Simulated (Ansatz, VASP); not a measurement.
**Al2W2O: VASP beside Ansatz**

The input INCAR:

```
SYSTEM = Al2W2O
  ALGO = Normal
  EDIFF = 1E-6
  ENCUT = 520
  GGA = PE
  ISIF = 2
  ISMEAR = 0
  LASPH = .True.
  LCHARG = .False.
  LREAL = .False.
  LWAVE = .False.
  NBANDS = 28
  NELM = 100
  PREC = Accurate
  SIGMA = 0.1
```

File KPOINTS:

```
k-points
0
Gamma
  6 6 2
  0 0 0
```

POSCAR

```
Al2W2O
1.0
    3.3004121900      0.0000000000      0.0000000000
   -1.6502060900      2.8582408000      0.0000000000
    0.0000000000      0.0000000000      8.1052433500
Al W O
2 2 1
Direct
    0.3333333300      0.6666666700      0.0000000000
    0.6666666700      0.3333333300      0.0000000000
    0.0000000000      0.0000000000      0.7762020700
    0.0000000000      0.0000000000      0.2237979300
    0.0000000000      0.0000000000      0.0000000000
```

Input for Ansatz:

```yaml
crystal:
  lattice:
    - [3.30041219, 0.0, 0.0]
    - [-1.65020609, 2.8582408, 0.0]
    - [0.0, 0.0, 8.10524335]
  atoms:
    - { symbol: Al, position: [0.33333333, 0.66666667, 0.0] }
    - { symbol: Al, position: [0.66666667, 0.33333333, 0.0] }
    - { symbol: W, position: [0.0, 0.0, 0.77620207] }
    - { symbol: W, position: [0.0, 0.0, 0.22379793] }
    - { symbol: O, position: [0.0, 0.0, 0.0] }
basis:
  ecutwfc: 420
kpoints:
  mp_grid: { grid: [6, 6, 2] }
hamiltonian:
  xc: pbe
scf:
  occupations: { method: gaussian, width: 0.1 }
  lower_state_search: "off"
output:
  forces: true
  stress: true
  eigenvalues: true
```

Alike in both runs: task single point; functional PBE; k mesh 6 × 6 × 2; occupations gaussian, width 0.1 eV; no spin polarisation.

```csv
,VASP,Ansatz
version,VASP 6.6.1,Ansatz 0.2.0
potentials or method,"VASP PAW PBE potentials, release 64 (Al, W_sv, O), cutoff 520 eV","scalar-relativistic, plane waves, PAW"
valence electrons in the cell,40,40
```

|  | VASP | Ansatz | Ansatz less VASP |
| --- | --- | --- | --- |
| gap on the k mesh at the Fermi level (eV) | none | none | - |
| rms of the force components (eV/Å) | 2.406 | 2.283 | -0.1230 |

Atom by atom the forces differ by 0.123 eV/Å (rms over components). A gap of «none» marks a metal or a gap that the smearing closes. The functional is the same, so the differences come from potentials, cutoffs and numerics.

The k mesh is coarse, so the values compare programs but aren't converged. Spin-orbit coupling is off throughout.
